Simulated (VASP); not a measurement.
Here is a VASP 6.6.1 calculation.

INCAR

```
SYSTEM = Ir
PREC     = Accurate       ! precision mode
ENCUT    = 520            ! plane-wave cutoff, eV
EDIFF    = 1E-6           ! SCF threshold, eV
ISMEAR   = 0              ! smearing method
SIGMA    = 0.1            ! smearing width, eV
LREAL    = .False.        ! projectors in reciprocal space
LASPH    = .True.         ! aspherical terms in the spheres
NELM     = 80             ! most SCF steps
ALGO     = Fast           ! electronic algorithm
ISIF     = 2              ! what is computed and relaxed
LWAVE    = .False.        ! write WAVECAR
LCHARG   = .False.        ! write CHGCAR
GGA      = PS             ! functional
NBANDS   = 20             ! bands
```

KPOINTS

```
Automatic mesh
0
Gamma
  12 12 16
  0 0 0
```

POSCAR

```
Ir
1.0
    4.3361961435      0.0000000000      0.0000000000
   -2.1680980718      3.7552560160      0.0000000000
    0.0000000000      0.0000000000      2.6676042866
Ir
3
Direct
    0.0000000000      0.0000000000      0.0000000000
    0.3333333333      0.6666666667      0.5000000000
    0.6666666667      0.3333333333      0.5000000000
```

Potentials or basis: VASP PAW PBE potentials, release 64 (Ir).

Launch:

```bash
$ cat potpaw_PBE.64/Ir/POTCAR > POTCAR
$ mpirun -np 1 vasp_std > vasp.out
```

Predict the pressure.

0.8 GPa.

What does it give for the band gap on the k mesh?

Zero (an odd number of electrons rules out a gap without spin polarisation).

Stress tensor (GPa, compression positive):
```
0.89 0.00 0.00
0.00 0.89 0.00
0.00 0.00 0.68
```

Caveat: the PAW data sets were made with another functional, which shifts forces and pressure a little; spin-orbit coupling is left out, which moves the levels of the heavy elements.
